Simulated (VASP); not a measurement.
A run of VASP 6.6.1 is set up as follows.

Contents of INCAR:

```
SYSTEM = KF
  PREC = Accurate
  ENCUT = 520
  EDIFF = 1E-6
  ISMEAR = 0
  SIGMA = 0.05
  LREAL = .False.
  LASPH = .True.
  NELM = 100
  ALGO = Normal
  ISIF = 2
  LWAVE = .False.
  LCHARG = .True.
  GGA = CA
  LELF = .True.
  LVHAR = .True.
  NBANDS = 15
```

KPOINTS

```
Automatic mesh
0
Gamma
  8 8 8
  0 0 0
```

POSCAR

```
KF
1.0
   -0.0822024416      2.5412797358      2.5412797358
    2.5412797358     -0.0822024416      2.5412797358
    2.5412797358      2.5412797358     -0.0822024416
K F
1 1
Direct
    0.0000000000      0.0000000000      0.0000000000
    0.5000000000      0.5000000000      0.5000000000
```

Potentials or basis: VASP PAW LDA potentials, release 64 (K_sv, F).

Command:

```sh
$ cat potpaw_LDA.64/K_sv/POTCAR potpaw_LDA.64/F/POTCAR > POTCAR
$ mpirun -np 1 vasp_std > vasp.out
```

Problem. Predict the pressure.

Solution. 0.2 GPa.

Problem. Estimate the band gap on the k mesh.

Solution. 6.31 eV, direct.

Stress tensor (GPa, compression positive):
```
0.15 0.38 0.38
0.38 0.15 0.38
0.38 0.38 0.15
```

A k mesh can miss the band edges. As with any semilocal functional, this LDA gap is likely too small.
